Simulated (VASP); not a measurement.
Set up this calculation in VASP 6.6.1, as the native input.

* Task: single point
* Functional: RPBE
* Dispersion: D4
* Potentials or basis: VASP PAW PBE potentials, release 64 (Re)
* Cutoff: 520 eV
* k mesh: 11 × 11 × 3
* Occupations: fermi-dirac, width 0.05 eV
* Spin: no spin polarisation
* Dipole correction: no
* Further INCAR settings: ALGO = Normal; EDIFF = 1e-06; NBANDS = 22

The structure of Re lies in POSCAR:

```
Re
1.0
    2.7517046110      0.0000000000      0.0000000000
   -1.3758523055      2.3830460968      0.0000000000
    0.0000000000      0.0000000000      8.9014079439
Re
4
Direct
    0.6666666667      0.3333333333      0.7500000000
    0.0000000000      0.0000000000      0.5000000000
    0.3333333333      0.6666666667      0.2500000000
    0.0000000000      0.0000000000      0.0000000000
```

One way to write it, as run:

INCAR

```
PREC = Accurate
ENCUT = 520
EDIFF = 1E-6
ISMEAR = -1
SIGMA = 0.05
LREAL = F
LASPH = T
NELM = 60
ALGO = Normal
ISIF = 2
LWAVE = F
LCHARG = F
GGA = RP
IVDW = 13
NBANDS = 22
```

KPOINTS

```
Automatic mesh
0
Gamma
  11 11 3
```

Potentials or basis: VASP PAW PBE potentials, release 64 (Re).

Run with:

```sh
$ cat potpaw_PBE.64/Re/POTCAR > POTCAR
$ mpirun -np 1 vasp_std > vasp.out
```

Results of the run:

```json
{"Pressure": "-0.5 GPa", "Band gap on the k mesh": "zero (band 14 reaches 9.28 eV, above the bottom of band 15 at 6.83 eV)", "Dispersion energy per atom": "-1.230 eV"}
```

Caveat: the PAW data sets were made with another functional, which shifts forces and pressure a little; spin-orbit coupling is left out, which moves the levels of the heavy elements; pairwise dispersion overbinds metals, which lowers pressure and volume.

It took 29 s on 1 thread of Intel(R) Xeon(R) Platinum 8559C (Emerald Rapids), on a shared host, peak memory 0.18 GiB.
